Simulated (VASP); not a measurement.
Write the native input for VASP 6.6.1 that does the following.

| Quantity | Value |
| --- | --- |
| Task | relaxation of shape and atoms at fixed volume |
| Functional | LDA |
| Potentials or basis | VASP PAW LDA potentials, release 64 (V_sv, Pt) |
| Cutoff | 600 eV |
| k mesh | 16 × 16 × 12 |
| Occupations | fermi-dirac, width 0.15 eV |
| Spin | no spin polarisation |
| Dipole correction | no |
| Further INCAR settings | ALGO = Fast; EDIFF = 1e-06; IBRION = 2; EDIFFG = -0.001; NSW = 80; ISIF = 4 |

The structure of VPt lies in POSCAR:

```
VPt
1.0
    2.6724644769      0.0000000000      0.0000000000
    0.0000000000      2.6724644769      0.0000000000
    0.0000000000      0.0000000000      3.8561838221
V Pt
1 1
Direct
    0.5000000000      0.5000000000      0.5000000000
    0.0000000000      0.0000000000      0.0000000000
```

The input as run:

INCAR

```
SYSTEM = VPt
  PREC = Accurate
  ENCUT = 600
  EDIFF = 1E-6
  ISMEAR = -1
  SIGMA = 0.15
  LREAL = .FALSE.
  LASPH = .TRUE.
  NELM = 100
  ALGO = Fast
  ISIF = 4
  LWAVE = .FALSE.
  LCHARG = .FALSE.
  IBRION = 2
  NSW = 80
  EDIFFG = -0.001
```

KPOINTS

```
regular mesh
0
G
  16 16 12
  0 0 0
```

Potentials or basis: VASP PAW LDA potentials, release 64 (V_sv, Pt).

Launch:

```bash
$ cat potpaw_LDA.64/V_sv/POTCAR potpaw_LDA.64/Pt/POTCAR > POTCAR
$ mpirun -np 1 vasp_std > vasp.out
```

It gave:

The energy gained by relaxing is 0.0 meV/atom and the ionic steps are 2. The pressure after relaxing is -4.6 GPa. The band gap on the k mesh is zero (an odd number of electrons rules out a gap without spin polarisation).

Caveat: spin-orbit coupling is left out, which moves the levels of the heavy elements.

Run time: 82 s on 1 thread of Intel(R) Xeon(R) 6975P-C (Granite Rapids) (shared host), peak memory 0.29 GiB.
